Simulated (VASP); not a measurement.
# WS2 (P6_3/mmc) in VASP: notebook, part 2 of 2

VASP 6.6.1.

## 4. Single point, PBEsol (atoms shifted along a free coordinate)

INCAR reads:

```
SYSTEM = WS2
  PREC = Accurate
  ENCUT = 520
  EDIFF = 1E-6
  ISMEAR = 0
  SIGMA = 0.05
  LREAL = .False.
  LASPH = .True.
  NELM = 60
  ALGO = Normal
  ISIF = 2
  LWAVE = .False.
  LCHARG = .True.
  GGA = PS
  LELF = .True.
  LVHAR = .True.
  NBANDS = 35
```

KPOINTS reads:

```
regular mesh
0
Gamma
  12 12 2
  0 0 0
```

POSCAR reads:

```
WS2
1.0
    3.2012002007      0.0000000000      0.0000000000
   -1.6006001004      2.7723206964      0.0000000000
    0.0000000000      0.0000000000     12.9184432105
W S
2 4
Direct
    0.3333333333      0.6666666667      0.2500000000
    0.6666666667      0.3333333333      0.7500000000
    0.3333333333      0.6666666667      0.6265487320
    0.6666666667      0.3333333333      0.1265487320
    0.3333333333      0.6666666667      0.8734512680
    0.6666666667      0.3333333333      0.3734512680
```

Potentials or basis: VASP PAW PBE potentials, release 64 (W_sv, S).

Launch:

```
cat potpaw_PBE.64/W_sv/POTCAR potpaw_PBE.64/S/POTCAR > POTCAR
mpirun -np 1 vasp_std > vasp.out
```

OUTCAR:

```text
SYSTEM = WS2
   PREC = Accurate
   ENCUT = 520
   EDIFF = 1E-6
   ISMEAR = 0
   LREAL = .False.
   LASPH = .True.
   NELM = 60
   ISIF = 2
   GGA = PS

 ion  position               nearest neighbor table
   1  0.333  0.667  0.250-   4 2.44   6 2.44   4 2.44   6 2.44   4 2.44   6 2.44
   2  0.667  0.333  0.750-   3 2.44   5 2.44   3 2.44   5 2.44   3 2.44   5 2.44
   3  0.333  0.667  0.627-   2 2.44   2 2.44   2 2.44
   4  0.667  0.333  0.127-   1 2.44   1 2.44   1 2.44
   5  0.333  0.667  0.873-   2 2.44   2 2.44   2 2.44
   6  0.667  0.333  0.373-   1 2.44   1 2.44   1 2.44

  LATTYP: Found a hexagonal cell.
 ALAT       =     3.2012002007
 C/A-ratio  =     4.0354999377

  Lattice vectors:

 A1 = (   3.2012002007,   0.0000000000,   0.0000000000)
 A2 = (  -1.6006001004,   2.7723206964,   0.0000000000)
 A3 = (   0.0000000000,   0.0000000000,  12.9184432105)

Analysis of symmetry for initial positions (statically):
=====================================================================
 Subroutine PRICEL returns:
 Original cell was already a primitive cell.

 Routine SETGRP: Setting up the symmetry group for a
 hexagonal supercell.

 Subroutine GETGRP returns: Found 24 space group operations
 (whereof 12 operations were pure point group operations)
 out of a pool of 24 trial point group operations.

The static configuration has the point symmetry D_3d.
 The point group associated with its full space group is D_6h.

Analysis of symmetry for dynamics (positions and initial velocities):
=====================================================================
 Subroutine PRICEL returns:
 Original cell was already a primitive cell.

 Routine SETGRP: Setting up the symmetry group for a
 hexagonal supercell.

 Subroutine GETGRP returns: Found 24 space group operations
 (whereof 12 operations were pure point group operations)
 out of a pool of 24 trial point group operations.
[... 125 lines left out ...]
   ISMEAR =     0;   SIGMA  =   0.05  broadening in eV -4-tet -1-fermi 0-gaus
   EFERMI_NEDOS =   21; number of points for ismear=-14 and -15
   IALGO  =     38    algorithm
   IMIX   =      4    mixing-type and parameters
     AMIX     =   0.40;   BMIX     =  1.00
     AMIX_MAG =   1.60;   BMIX_MAG =  1.00
  volume/ion in A,a.u.               =      19.11       128.95
  Fermi-wavevector in a.u.,A,eV,Ry     =   1.257826  2.376946 21.526123  1.582125
  Thomas-Fermi vector in A             =   2.391466
   LORBIT       =      0    0 simple, 1 ext, 2 COOP (PROOUT), +10 PAW based schemes
   GGA     = PS    functional components
   LHFCALC =     F    Hartree Fock is set to
   AEXX    =    0.0000 exact exchange contribution
   IVDW    =     0    specifies the selected vdW correction
   LEPSILON=     F    determine dielectric tensor
   LRPA    =     F    only Hartree local field effects (RPA)
 non-spin polarized calculation
 Gauss-broadening in eV      SIGMA  =   0.05
  energy-cutoff  :      520.00
  volume of cell :      114.65
 maximum number of plane-waves:      3120
 NGX is ok and might be reduce to    24
   NGX = 11   NGY = 11   NGZ = 49

 number of electron      52.0000005 magnetization

 Free energy of the ion-electron system (eV)
  ---------------------------------------------------
  ext. energy  EPLUGINS =         0.00000000
  ---------------------------------------------------
  free energy    TOTEN  =       -50.41538666 eV

  energy without entropy =      -50.41538666  energy(sigma->0) =      -50.41538666

 E-fermi :   6.7629     XC(G=0): -10.6870

 val. band max:        6.3077060327   @ k =   0.0000   0.0000   0.0000
 cond. band min:       7.4505729037   @ k =   0.1667   0.1667   0.0000
 fundamental gap:      1.1428668710
 Fermi energy:         6.7629225343

 k-point     1 :       0.0000    0.0000    0.0000
  band No.  band energies     occupation
      1     -68.1720      2.00000
      2     -68.1720      2.00000
      3     -32.3870      2.00000
      4     -32.3869      2.00000
      5     -32.2423      2.00000
      6     -32.2423      2.00000
[... 901 lines left out ...]
     34      10.1661      0.00000
     35      12.2559      0.00000

 [... further k-points ...]
[... 5 lines left out ...]
  --------------------------------------------------------------------------------------
  -------------------------------------------------------------------------------------
  Total       -5.2623792     -5.2623792     -5.6736693      0.0000000     -0.0000000      0.0000000
  in kB      -73.5404429    -73.5404429    -79.2881189      0.0000000     -0.0000000      0.0000000
  external PRESSURE =     -75.4563349 kB  Pullay stress =       0.0000000 kB

 VOLUME and BASIS-vectors are now :
 -----------------------------------------------------------------------------
  energy-cutoff  :      520.00
  volume of cell :      114.65
      direct lattice vectors                 reciprocal lattice vectors
     3.201200201  0.000000000  0.000000000     0.312382837  0.180354315  0.000000000
    -1.600600100  2.772320696  0.000000000     0.000000000  0.360708630  0.000000000
     0.000000000  0.000000000 12.918443210     0.000000000  0.000000000  0.077408708

 POSITION                                       TOTAL-FORCE (eV/Angst)
 -----------------------------------------------------------------------------------
     -0.00000      1.84821      3.22961         0.000000      0.000000      0.000000
      1.60060      0.92411      9.68883        -0.000000     -0.000000      0.000000
     -0.00000      1.84821      8.09403        -0.000000      0.000000      0.857942
      1.60060      0.92411      1.63481         0.000000     -0.000000      0.857942
     -0.00000      1.84821     11.28363         0.000000      0.000000     -0.857942
      1.60060      0.92411      4.82441         0.000000      0.000000     -0.857942
 -----------------------------------------------------------------------------------
    total drift:                               -0.000000      0.000000     -0.000000

  FREE ENERGIE OF THE ION-ELECTRON SYSTEM (eV)
  ---------------------------------------------------
  free  energy   TOTEN  =       -50.4153866639 eV

  energy  without entropy=      -50.4153866639  energy(sigma->0) =      -50.41538666
```

OSZICAR:

```text
N       E                     dE             d eps       ncg     rms          rms(c)
DAV:   1     0.504634196787E+03    0.50463E+03   -0.28299E+04  2900   0.147E+03
DAV:   2    -0.210092944361E+02   -0.52564E+03   -0.50705E+03  3127   0.402E+02
DAV:   3    -0.524235672707E+02   -0.31414E+02   -0.30903E+02  3276   0.938E+01
DAV:   4    -0.531877421966E+02   -0.76417E+00   -0.76018E+00  3223   0.152E+01
DAV:   5    -0.532042660695E+02   -0.16524E-01   -0.16514E-01  3168   0.238E+00    0.356E+01
DAV:   6    -0.508525374488E+02    0.23517E+01   -0.84949E+00  3020   0.194E+01    0.149E+01
DAV:   7    -0.505951967508E+02    0.25734E+00   -0.28440E+00  2913   0.878E+00    0.633E+00
DAV:   8    -0.504165133449E+02    0.17868E+00   -0.42955E-01  3036   0.450E+00    0.194E+00
DAV:   9    -0.504181102673E+02   -0.15969E-02   -0.56989E-02  3246   0.120E+00    0.102E+00
DAV:  10    -0.504159418911E+02    0.21684E-02   -0.23821E-02  3118   0.102E+00    0.454E-01
DAV:  11    -0.504154116286E+02    0.53026E-03   -0.43072E-03  2885   0.414E-01    0.208E-01
DAV:  12    -0.504153637490E+02    0.47880E-04   -0.19765E-04  3016   0.852E-02    0.661E-02
DAV:  13    -0.504153831809E+02   -0.19432E-04   -0.30905E-05  3066   0.319E-02    0.332E-02
DAV:  14    -0.504153869763E+02   -0.37954E-05   -0.12520E-05  2728   0.183E-02    0.198E-02
DAV:  15    -0.504153866639E+02    0.31237E-06   -0.30713E-06  2462   0.123E-02
   1 F= -.50415387E+02 E0= -.50415387E+02  d E =-.983656E-40
```

stdout:

```text
POSCAR found type information on POSCAR W S
 POSCAR found :  2 types and       6 ions
 scaLAPACK will be used
 -----------------------------------------------------------------------------
|                                                                             |
|                                                                             |
|     You enforced a specific xc type in the INCAR file but a different       |
|     I HOPE YOU KNOW WHAT YOU ARE DOING!                                     |
|                                                                             |
 -----------------------------------------------------------------------------

 LDA part: xc-table for (Slater+PW92), standard interpolation
 POSCAR, INCAR and KPOINTS ok, starting setup
 FFT: planning ... GRIDC
 FFT: planning ... GRID_SOFT
 FFT: planning ... GRID
 WAVECAR not read
 entering main loop
```

Wall time 3.2 min (1 thread of Intel Xeon 8259CL, shared host); peak memory 0.29 GiB.

What came out:

```yaml
Free_energy: -50.4154 eV
Pressure: -7.5 GPa
Largest_force: 0.858 eV/Å
Band_gap_on_the_k_mesh: 1.14 eV (least direct gap 1.75 eV)
```

Forces on the atoms (eV/Å):
```
W    0.000  0.000  0.000
W    0.000  0.000  0.000
S    0.000  0.000  0.858
S    0.000  0.000  0.858
S    0.000  0.000 -0.858
S    0.000  0.000 -0.858
```

Caveat: the cell differs from its parent crystal (atoms shifted along a free coordinate); the cell stands under tension; the PAW data sets were made with another functional, which shifts forces and pressure a little; spin-orbit coupling is left out, which moves the levels of the heavy elements; this functional lacks dispersion, which binds the layers, so the pressure and a relaxed spacing across them are unreliable.

## 5. Single point, PBEsol (atoms shifted along a free coordinate)

INCAR reads:

```
PREC     = Accurate       # precision mode
ENCUT    = 520            # plane-wave cutoff, eV
EDIFF    = 1E-6           # SCF threshold, eV
ISMEAR   = 0              # smearing method
SIGMA    = 0.05           # smearing width, eV
LREAL    = False          # projectors in reciprocal space
LASPH    = True           # aspherical terms in the spheres
NELM     = 60             # most SCF steps
ALGO     = Normal         # electronic algorithm
ISIF     = 2              # what is computed and relaxed
LWAVE    = False          # write WAVECAR
LCHARG   = False          # write CHGCAR
GGA      = PS             # functional
NBANDS   = 35             # bands
```

KPOINTS reads:

```
Automatic mesh
0
Gamma
  12 12 2
```

POSCAR reads:

```
WS2
1.0
    3.2012002007      0.0000000000      0.0000000000
   -1.6006001004      2.7723206964      0.0000000000
    0.0000000000      0.0000000000     12.9184432105
W S
2 4
Direct
    0.3333333333      0.6666666667      0.2500000000
    0.6666666667      0.3333333333      0.7500000000
    0.3333333333      0.6666666667      0.6396781747
    0.6666666667      0.3333333333      0.1396781747
    0.3333333333      0.6666666667      0.8603218253
    0.6666666667      0.3333333333      0.3603218253
```

Launch:

```
cat potpaw_PBE.64/W_sv/POTCAR potpaw_PBE.64/S/POTCAR > POTCAR
mpirun -np 1 vasp_std > vasp.out
```

Wall time 3.3 min (1 thread of Intel Xeon 8259CL, shared host); peak memory 0.29 GiB.

The run converged. Its results:

```
Free energy            : -49.8082 eV
Pressure               : 10.8 GPa
Largest force          : 2.916 eV/Å
Band gap on the k mesh : 0.12 eV (least direct gap 1.35 eV)
```

Forces in eV/Å, atoms in the order of the input:
```
W    0.000  0.000  0.000
W    0.000  0.000  0.000
S    0.000  0.000 -2.916
S    0.000  0.000 -2.916
S    0.000  0.000  2.916
S    0.000  0.000  2.916
```

Stress tensor (GPa, compression positive):
```
 4.76  0.00  0.00
 0.00  4.76  0.00
 0.00  0.00 22.80
```

Levels at points of the mesh, in eV from the valence-band top:
| k point | band 22 | band 23 | band 24 | band 25 | band 26 | band 27 | band 28 | band 29 | band 30 | band 31 |
| --- | --- | --- | --- | --- | --- | --- | --- | --- | --- | --- |
| (0.00, 0.00, 0.00) | -3.29 | -3.26 | -1.88 | -0.84 | 0.00 | 1.85 | 1.85 | 1.85 | 1.85 | 2.45 |
| (0.50, 0.00, 0.00) | -2.78 | -2.71 | -2.66 | -2.04 | -1.93 | 1.52 | 1.54 | 2.02 | 2.04 | 3.10 |
| (0.00, 0.00, 0.50) | -3.30 | -2.69 | -2.69 | -0.29 | -0.29 | 1.85 | 1.85 | 1.85 | 1.85 | 2.49 |
| (0.50, 0.00, 0.50) | -2.81 | -2.69 | -2.69 | -1.98 | -1.98 | 1.53 | 1.53 | 2.03 | 2.03 | 3.28 |

Caveat: the cell differs from its parent crystal (atoms shifted along a free coordinate); the cell stands under pressure; the PAW data sets were made with another functional, which shifts forces and pressure a little; spin-orbit coupling is left out, which moves the levels of the heavy elements; this functional lacks dispersion, which binds the layers, so the pressure and a relaxed spacing across them are unreliable.

## 6. Single point, PBEsol (atoms shifted along a free coordinate)

INCAR reads:

```
SYSTEM = WS2
ALGO     = Normal         ! electronic algorithm
EDIFF    = 1E-6           ! SCF threshold, eV
ENCUT    = 520            ! plane-wave cutoff, eV
GGA      = PS             ! functional
ISIF     = 2              ! what is computed and relaxed
ISMEAR   = 0              ! smearing method
LASPH    = .True.         ! aspherical terms in the spheres
LCHARG   = .False.        ! write CHGCAR
LREAL    = .False.        ! projectors in reciprocal space
LWAVE    = .False.        ! write WAVECAR
NBANDS   = 35             ! bands
NELM     = 80             ! most SCF steps
PREC     = Accurate       ! precision mode
SIGMA    = 0.05           ! smearing width, eV
```

KPOINTS reads:

```
k-points
0
Gamma
  12 12 2
  0 0 0
```

POSCAR reads:

```
WS2
1.0
    3.2012002007      0.0000000000      0.0000000000
   -1.6006001004      2.7723206964      0.0000000000
    0.0000000000      0.0000000000     12.9184432105
W S
2 4
Direct
    0.3333333333      0.6666666667      0.2500000000
    0.6666666667      0.3333333333      0.7500000000
    0.3333333333      0.6666666667      0.6134192893
    0.6666666667      0.3333333333      0.1134192893
    0.3333333333      0.6666666667      0.8865807107
    0.6666666667      0.3333333333      0.3865807107
```

Potentials or basis: VASP PAW PBE potentials, release 64 (W_sv, S).

Launch:

```
cat potpaw_PBE.64/W_sv/POTCAR potpaw_PBE.64/S/POTCAR > POTCAR
mpirun -np 1 vasp_std > vasp.out
```

OUTCAR:

```text
SYSTEM = WS2
   EDIFF = 1E-6
   ENCUT = 520
   GGA = PS
   ISIF = 2
   ISMEAR = 0
   LASPH = .True.
   LREAL = .False.
   NELM = 80
   PREC = Accurate

 ion  position               nearest neighbor table
   1  0.333  0.667  0.250-   4 2.56   6 2.56   4 2.56   6 2.56   4 2.56   6 2.56
   2  0.667  0.333  0.750-   3 2.56   5 2.56   3 2.56   5 2.56   3 2.56   5 2.56
   3  0.333  0.667  0.613-   2 2.56   2 2.56   2 2.56
   4  0.667  0.333  0.113-   1 2.56   1 2.56   1 2.56
   5  0.333  0.667  0.887-   2 2.56   2 2.56   2 2.56
[... 1123 lines left out ...]
  -------------------------------------------------------------------------------------
  Total      -10.0132168    -10.0132168    -22.6266761      0.0000000      0.0000000      0.0000000
  in kB     -139.9322187   -139.9322187   -316.2021802      0.0000000      0.0000000      0.0000000
  external PRESSURE =    -198.6888725 kB  Pullay stress =       0.0000000 kB

 VOLUME and BASIS-vectors are now :
 -----------------------------------------------------------------------------
  energy-cutoff  :      520.00
  volume of cell :      114.65
      direct lattice vectors                 reciprocal lattice vectors
     3.201200201  0.000000000  0.000000000     0.312382837  0.180354315  0.000000000
    -1.600600100  2.772320696  0.000000000     0.000000000  0.360708630  0.000000000
     0.000000000  0.000000000 12.918443210     0.000000000  0.000000000  0.077408708

 POSITION                                       TOTAL-FORCE (eV/Angst)
 -----------------------------------------------------------------------------------
     -0.00000      1.84821      3.22961        -0.000000      0.000000      0.000000
      1.60060      0.92411      9.68883         0.000000     -0.000000      0.000000
     -0.00000      1.84821      7.92442         0.000000     -0.000000      3.238843
      1.60060      0.92411      1.46520        -0.000000      0.000000      3.238843
     -0.00000      1.84821     11.45324         0.000000     -0.000000     -3.238843
      1.60060      0.92411      4.99402        -0.000000      0.000000     -3.238843
 -----------------------------------------------------------------------------------
    total drift:                               -0.000000      0.000000     -0.000000

  FREE ENERGIE OF THE ION-ELECTRON SYSTEM (eV)
  ---------------------------------------------------
  free  energy   TOTEN  =       -48.9582882557 eV

  energy  without entropy=      -48.9582882557  energy(sigma->0) =      -48.95828826
```

It took 3.1 min on 1 thread of Intel Xeon 8259CL, shared host; peak memory 0.29 GiB.

What came out:

```yaml
Free_energy: -48.9583 eV
Pressure: -19.9 GPa
Largest_force: 3.239 eV/Å
Band_gap_on_the_k_mesh: 0.80 eV (least direct gap 1.64 eV)
```

Forces in eV/Å, atoms in the order of the input:
```
W    0.000  0.000  0.000
W    0.000  0.000  0.000
S    0.000  0.000  3.239
S    0.000  0.000  3.239
S    0.000  0.000 -3.239
S    0.000  0.000 -3.239
```

Caveat: the cell differs from its parent crystal (atoms shifted along a free coordinate); the cell stands under tension; the PAW data sets were made with another functional, which shifts forces and pressure a little; spin-orbit coupling is left out, which moves the levels of the heavy elements; this functional lacks dispersion, which binds the layers, so the pressure and a relaxed spacing across them are unreliable.

## 7. The runs side by side

| cell | gap on the mesh (eV) | pressure (GPa) | largest force (eV/Å) |
| --- | --- | --- | --- |
| as given, atomic positions A | 0.81 | 0.8 | 0.83 |
| as given, atomic positions B | 0.51 | -24.0 | 4.02 |
| as given, atomic positions C | 1.14 | -7.5 | 0.86 |
| as given, atomic positions D | 0.12 | 10.8 | 2.92 |
| as given, atomic positions E | 0.80 | -19.9 | 3.24 |

Alike in all rows: task single point; level PBEsol; potentials or basis VASP PAW PBE potentials, release 64 (W_sv, S); no spin polarisation; k mesh 12 × 12 × 2; cutoff (eV) 520; smearing gaussian 0.05 eV.

Caveats: the PAW data sets were made with another functional, which shifts forces and pressure a little; spin-orbit coupling is left out, which moves the levels of the heavy elements; this functional lacks dispersion, which binds the layers, so the pressure and a relaxed spacing across them are unreliable (at least some runs); the cell stands under tension (at least some runs); the cell stands under pressure (at least some runs).

Absolute energies hang on the potentials; compare differences alone.
